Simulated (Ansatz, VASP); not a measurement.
ZnSnN2 in VASP and in Ansatz

POSCAR

```
ZnSnN2
1.0
    3.4095641050      0.0000000000      0.0000000000
    0.0000000000      3.4095641050      0.0000000000
    0.0000000000      0.0000000000      8.8483906058
Zn N Sn
2 4 2
Direct
    0.5000000000      0.0000000000      0.9044325194
    0.0000000000      0.5000000000      0.0955674806
    0.5000000000      0.5000000000      0.0000000000
    0.0000000000      0.0000000000      0.2432612901
    0.5000000000      0.5000000000      0.5000000000
    0.0000000000      0.0000000000      0.7567387099
    0.5000000000      0.0000000000      0.3552999183
    0.0000000000      0.5000000000      0.6447000817
```

INCAR.step1

```
SYSTEM = ZnSnN2
PREC = Accurate ; ENCUT = 520
ISMEAR = -1 ; SIGMA = 0.02
LREAL = .False. ; LASPH = .True.
NELM = 80 ; NBANDS = 46
GGA = PE ; ALGO = Normal
EDIFF = 1E-4 ; LWAVE = .True.
LCHARG = .False.
```

Contents of INCAR.step2:

```
SYSTEM = ZnSnN2
PREC = Accurate ; ENCUT = 520
EDIFF = 1E-6 ; ISMEAR = -1
SIGMA = 0.02 ; LREAL = .False.
LASPH = .True. ; NELM = 80
ALGO = Normal ; ISIF = 2
LWAVE = .False. ; LCHARG = .False.
METAGGA = R2SCAN ; LMIXTAU = .True.
NBANDS = 46 ; ISTART = 1
```

The input KPOINTS:

```
Automatic mesh
0
Gamma
  6 6 2
  0 0 0
```

Input for Ansatz:

```yaml
crystal:
  lattice:
    - [3.409564105, 0.0, 0.0]
    - [0.0, 3.409564105, 0.0]
    - [0.0, 0.0, 8.8483906058]
  atoms:
    - { symbol: Zn, position: [0.5, 0.0, 0.9044325194] }
    - { symbol: "N", position: [0.5, 0.5, 0.0] }
    - { symbol: Zn, position: [0.0, 0.5, 0.0955674806] }
    - { symbol: "N", position: [0.0, 0.0, 0.2432612901] }
    - { symbol: Sn, position: [0.5, 0.0, 0.3552999183] }
    - { symbol: "N", position: [0.5, 0.5, 0.5] }
    - { symbol: Sn, position: [0.0, 0.5, 0.6447000817] }
    - { symbol: "N", position: [0.0, 0.0, 0.7567387099] }
kpoints:
  mp_grid: { grid: [6, 6, 2] }
hamiltonian:
  xc: r2scan
scf:
  occupations: { method: fermi_dirac, width: 0.02 }
  n_extra_bands: 6
output:
  forces: true
  stress: true
  eigenvalues: true
```

Alike in both runs: task single point; functional r2SCAN; k mesh 6 × 6 × 2; occupations fermi-dirac, width 0.02 eV; no spin polarisation.

```csv
,VASP,Ansatz
version,VASP 6.6.1,Ansatz 0.2.0
potentials or method,"VASP PAW PBE potentials, release 64 (Zn, N, Sn_d)","plane waves, PAW"
plane-wave cutoff (eV),520,500
valence electrons in the cell,72,72
```

Ansatz gave:

| Property | Result |
| --- | --- |
| pressure (GPa) | 10.8 |
| rms of the force components (eV/Å) | 0.115 |

Problem. What did VASP give for the same quantities?

Solution. Pressure (GPa): 11.5; rms of the force components (eV/Å): 0.122.

VASP's potentials were made for PBE, not for r2SCAN. The functional is the same, so the differences come from potentials, cutoffs and numerics.
